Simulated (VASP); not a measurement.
Write the native input for VASP 6.6.1 that does the following.

```yaml
Task: single point
Functional: PBE
Dispersion: D3(BJ)
Potentials_or_basis: VASP PAW PBE potentials, release 64 (Cd)
Cutoff: 520 eV
k_mesh: 11 × 11 × 3
Occupations: fermi-dirac, width 0.1 eV
Spin: no spin polarisation
Dipole_correction: no
Further_INCAR_settings: ALGO = Normal; EDIFF = 1e-07; NBANDS = 32
```

The structure of Cd lies in POSCAR:

```
Cd
1.0
    3.0930676400      0.0000000000      0.0000000000
   -1.5465338200      2.6786751500      0.0000000000
    0.0000000000      0.0000000000     10.4307369600
Cd
4
Direct
    0.0000000000      0.0000000000      0.0000000000
    0.3333333300      0.6666666700      0.2500000000
    0.0000000000      0.0000000000      0.5000000000
    0.6666666700      0.3333333300      0.7500000000
```

The input as run:

INCAR

```
  PREC = Accurate
  ENCUT = 520
  EDIFF = 1E-7
  ISMEAR = -1
  SIGMA = 0.1
  LREAL = F
  LASPH = T
  NELM = 60
  ALGO = Normal
  ISIF = 2
  LWAVE = F
  LCHARG = T
  GGA = PE
  IVDW = 12
  LELF = T
  LVHAR = T
  NBANDS = 32
```

KPOINTS

```
Automatic mesh
0
Gamma
  11 11 3
```

Potentials or basis: VASP PAW PBE potentials, release 64 (Cd).

Command:

```bash
$ cat potpaw_PBE.64/Cd/POTCAR > POTCAR
$ mpirun -np 1 vasp_std > vasp.out
```

It gave:

The pressure is -0.7 GPa. The band gap on the k mesh is zero (bands 24 and 25 overlap by 2.83 eV) and the dispersion energy per atom is -0.443 eV.

Caveat: three body term missing.

It took 120 s on 1 thread of Intel Xeon 8259CL (shared host), peak memory 0.24 GiB.
